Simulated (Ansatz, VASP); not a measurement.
## BaF2: VASP beside Ansatz

INCAR

```
SYSTEM = BaF2
ALGO = Normal
EDIFF = 1E-6
ENCUT = 1350
GGA = PE
GGA_COMPAT = .FALSE.
ISIF = 2
ISMEAR = 0
LASPH = .TRUE.
LCHARG = .FALSE.
LREAL = .FALSE.
LWAVE = .FALSE.
NBANDS = 19
NELM = 120
PREC = Accurate
SIGMA = 0.02
```

File KPOINTS:

```
k-points
0
G
  6 6 6
  0 0 0
```

Contents of POSCAR:

```
BaF2
1.0
    0.0000000000      3.0914533330      3.0914533330
    3.0914533330      0.0000000000      3.0914533330
    3.0914533330      3.0914533330      0.0000000000
Ba F
1 2
Direct
    0.0000000000      0.0000000000      0.0000000000
    0.2500000000      0.2500000000      0.2500000000
    0.7500000000      0.7500000000      0.7500000000
```

Input for Ansatz:

```yaml
crystal:
  lattice:
    - [0.0, 3.091453333, 3.091453333]
    - [3.091453333, 0.0, 3.091453333]
    - [3.091453333, 3.091453333, 0.0]
  atoms:
    - { symbol: Ba, position: [0.0, 0.0, 0.0] }
    - { symbol: F, position: [0.25, 0.25, 0.25] }
    - { symbol: F, position: [0.75, 0.75, 0.75] }
basis:
  ecutwfc: 420
kpoints:
  mp_grid: { grid: [6, 6, 6] }
hamiltonian:
  xc: pbe
scf:
  occupations: { method: gaussian, width: 0.02 }
output:
  forces: true
  stress: true
  eigenvalues: true
```

Alike in both runs: task single point; functional PBE; k mesh 6 × 6 × 6; occupations gaussian, width 0.02 eV; no spin polarisation.

```csv
,VASP,Ansatz
version,VASP 6.6.1,Ansatz 0.2.0
potentials or method,"VASP PAW PBE potentials, release 64 (Ba_sv, F_h), cutoff 1350 eV","scalar-relativistic, plane waves, PAW"
valence electrons in the cell,24,24
```

|  | VASP | Ansatz | Ansatz less VASP |
| --- | --- | --- | --- |
| gap on the k mesh at the Fermi level (eV) | 6.82 | 6.89 | +0.069 |
| least direct gap on the mesh (eV) | 6.89 | 6.97 | +0.080 |
| pressure (GPa) | 2.8 | 1.8 | -1.00 |

Neither program's run includes spin-orbit coupling.
